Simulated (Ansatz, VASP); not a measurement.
One calculation of FeO, two programs

Contents of INCAR:

```
SYSTEM = FeO
PREC = Accurate
ENCUT = 600
EDIFF = 1E-6
ISMEAR = 0
SIGMA = 0.05
LREAL = .FALSE.
LASPH = .TRUE.
NELM = 200
ALGO = Normal
ISIF = 2
LWAVE = .FALSE.
LCHARG = .FALSE.
ISPIN = 2
MAGMOM = 3.84 0.21
LORBIT = 11
LMAXMIX = 4
LDAU = .TRUE.
LDAUTYPE = 2
LDAUL = 2 -1
LDAUU = 5 0
LDAUJ = 0 0
LDAUPRINT = 1
GGA = PS
NBANDS = 22
GGA_COMPAT = .FALSE.
```

The input KPOINTS:

```
regular mesh
0
G
  8 8 8
  0 0 0
```

POSCAR

```
FeO
1.0
    0.0000000000      2.1554001600      2.1554001600
    2.1554001600      0.0000000000      2.1554001600
    2.1554001600      2.1554001600      0.0000000000
Fe O
1 1
Direct
    0.0000000000      0.0000000000      0.0000000000
    0.5000000000      0.5000000000      0.5000000000
```

Input for Ansatz:

```yaml
crystal:
  lattice:
    - [0.0, 2.15540016, 2.15540016]
    - [2.15540016, 0.0, 2.15540016]
    - [2.15540016, 2.15540016, 0.0]
  atoms:
    - { symbol: Fe, position: [0.0, 0.0, 0.0], spin: 4.0 }
    - { symbol: O, position: [0.5, 0.5, 0.5] }
basis:
  ecutwfc: 420
  ecutrho_ratio: 4
kpoints:
  mp_grid: { grid: [8, 8, 8] }
hamiltonian:
  xc: pbesol
  hubbard:
    sites:
      - { site: 0, l: d, u_eff: 5.0, starting_ns: [{ spin: up, occupation_matrix: s0up }, { spin: down, occupation_matrix: s0down }] }
    occupation_matrices:
      s0up:
        matrix:
          - [0.97, 0.0, 0.0, 0.0, 0.0]
          - [0.0, 0.97, 0.0, 0.0, 0.0]
          - [0.0, 0.0, 0.97, 0.0, 0.0]
          - [0.0, 0.0, 0.0, 0.97, 0.0]
          - [0.0, 0.0, 0.0, 0.0, 0.97]
      s0down:
        matrix:
          - [0.1044, 0.17162, 0.12942, -0.09284, 0.13504]
          - [0.17162, 0.36896, 0.26315, -0.18878, 0.27459]
          - [0.12942, 0.26315, 0.21844, -0.14236, 0.20707]
          - [-0.09284, -0.18878, -0.14236, 0.12213, -0.14855]
          - [0.13504, 0.27459, 0.20707, -0.14855, 0.23607]
    ns_hold: until_converged
scf:
  occupations: { method: gaussian, width: 0.05 }
  lower_state_search: "off"
  max_iter: 150
output:
  forces: true
  stress: true
  eigenvalues: true
  populations: true
  hubbard: { sites: [{ site: 0, l: d }] }
  write_density: true
  write_potential: true
  elf: true
  volumetric_format: npy
magnetization:
  spin_polarized: true
```

Alike in both runs: task single point; functional PBEsol; k mesh 8 × 8 × 8; occupations gaussian, width 0.05 eV; collinear spin; Hubbard terms Fe d U = 5.0 eV.

|  | VASP | Ansatz |
| --- | --- | --- |
| version | VASP 6.6.1 | Ansatz 0.2.0 |
| potentials or method | VASP PAW PBE potentials, release 64 (Fe_sv, O), cutoff 600 eV | scalar-relativistic, plane waves, PAW |
| valence electrons in the cell | 22 | 22 |

```csv
,VASP,Ansatz,Ansatz less VASP
pressure (GPa),-9.1,5.3,+14.42
net moment per atom (μB),2.00,2.00,-0.002
size of the moment on the site where the two differ most (μB),3.68,3.49,-0.193
```

VASP's potentials were made for PBE, not for PBEsol. Site moments also hang on the region over which each program counts them. The programs project onto different local orbitals, so the same U acts differently, and such runs can settle in different states. Ansatz's warnings: symmetry narrowed by occupation matrices.
